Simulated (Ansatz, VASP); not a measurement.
## Co: VASP beside Ansatz

File INCAR:

```
SYSTEM = Co
PREC = Accurate
ENCUT = 520
EDIFF = 1E-6
ISMEAR = -1
SIGMA = 0.1
LREAL = .False.
LASPH = .True.
NELM = 80
ALGO = Normal
ISIF = 2
LWAVE = .False.
LCHARG = .True.
GGA = PE
LELF = .True.
LVHAR = .True.
NBANDS = 10
```

KPOINTS

```
Automatic mesh
0
Gamma
  15 15 15
  0 0 0
```

POSCAR

```
Co
1.0
    2.3728361693      0.0000000000      0.0000000000
    0.0000000000      2.3728361693      0.0000000000
    0.0000000000      0.0000000000      2.3728361693
Co
1
Direct
    0.0000000000      0.0000000000      0.0000000000
```

Input for Ansatz:

```yaml
crystal:
  lattice:
    - [2.3728361693, 0.0, 0.0]
    - [0.0, 2.3728361693, 0.0]
    - [0.0, 0.0, 2.3728361693]
  atoms:
    - { symbol: Co, position: [0.0, 0.0, 0.0] }
hamiltonian:
  xc: pbe
  pseudopotentials:
    kind: paw
    azcp:
      Co: "pseudopotentials/Co.paw.azcp"
basis:
  ecutwfc: 420
  fft_grid_basis: typed
kpoints:
  mp_grid: { grid: [15, 15, 15], shift: [0, 0, 0] }
magnetization:
  spin_polarized: false
scf:
  occupations: { method: fermi_dirac, width: 0.1 }
  lower_state_search: "off"
output:
  stress: true
```

Alike in both runs: task single point; functional PBE; k mesh 15 × 15 × 15; occupations fermi-dirac, width 0.1 eV; no spin polarisation.

|  | VASP | Ansatz |
| --- | --- | --- |
| version | VASP 6.6.1 | Ansatz 0.2.0 |
| potentials or method | VASP PAW PBE potentials, release 64 (Co), cutoff 520 eV | plane waves (420 eV) with PAW, scalar-relativistic |
| valence electrons in the cell | 9 | 17 |

|  | VASP | Ansatz | Ansatz less VASP |
| --- | --- | --- | --- |
| pressure (GPa) | -15.9 | -15.7 | +0.28 |

VASP's potentials hold 9 valence electrons a cell and Ansatz's 17, so a difference there can come from the potentials and not from the codes.
